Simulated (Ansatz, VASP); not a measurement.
**ZnS in VASP and in Ansatz**

```
Zn S
1.0
     3.65567    0.00000    0.00000
    -1.82783    3.16590    0.00000
     0.00000    0.00000    6.37768
Zn S
2 2
Direct
  0.33333 0.66667 0.00544
  0.66667 0.33333 0.50544
  0.33333 0.66667 0.37956
  0.66667 0.33333 0.87956
```

Alike in both runs: task single point; functional PBEsol; k mesh 9 × 9 × 6; occupations gaussian, width 0.05 eV; no spin polarisation.

|  | VASP | Ansatz |
| --- | --- | --- |
| version | VASP 6.6.1 | Ansatz 0.2.0 |
| potentials or method | VASP PAW PBE potentials, release 64 (Zn, S), cutoff 520 eV | scalar-relativistic, plane waves, PAW |
| valence electrons in the cell | 36 | 36 |

Ansatz gave:

| Quantity | Value |
| --- | --- |
| gap on the k mesh at the Fermi level (eV) | 2.11 |
| least direct gap on the mesh (eV) | 2.11 |
| pressure (GPa) | 4.0 |
| traceless stress, the component that is largest in VASP (GPa) | -6.49 |
| rms of the force components (eV/Å) | 0.257 |

Task: What did VASP give for the same quantities?

Result: gap on the k mesh at the Fermi level (eV): 2.11; least direct gap on the mesh (eV): 2.11; pressure (GPa): 4.2; traceless stress, the component that is largest in VASP (GPa): -6.51; rms of the force components (eV/Å): 0.260.

VASP's potentials were made for PBE, not for PBEsol. Atom by atom the forces differ by 0.003 eV/Å (rms over components).
